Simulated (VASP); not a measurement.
Input of a VASP 6.6.1 run:

The input INCAR:

```
SYSTEM = KCl
PREC = Accurate
ENCUT = 520
EDIFF = 1E-7
ISMEAR = 0
SIGMA = 0.01
LREAL = .FALSE.
LASPH = .TRUE.
NELM = 100
ALGO = Normal
ISIF = 2
LWAVE = .FALSE.
LCHARG = .FALSE.
GGA = PE
NBANDS = 15
```

Contents of KPOINTS:

```
regular mesh
0
G
  4 4 4
  0 0 0
```

File POSCAR:

```
KCl
1.0
    0.0000000000      3.1448483099      3.1448483099
    3.1448483099      0.0000000000      3.1448483099
    3.1448483099      3.1448483099      0.0000000000
K Cl
1 1
Direct
    0.0000000000      0.0000000000      0.0000000000
    0.5000000000      0.5000000000      0.5000000000
```

Potentials or basis: VASP PAW PBE potentials, release 64 (K_sv, Cl).

Launch:

```bash
$ cat potpaw_PBE.64/K_sv/POTCAR potpaw_PBE.64/Cl/POTCAR > POTCAR
$ mpirun -np 1 vasp_std > vasp.out
```

(1) What does it give for the band gap on the k mesh?

(2) Predict the pressure.

Results:

(1) 5.19 eV, direct.

(2) 0.8 GPa.

Caveat: the k points lie up to 0.43 Å⁻¹ apart.
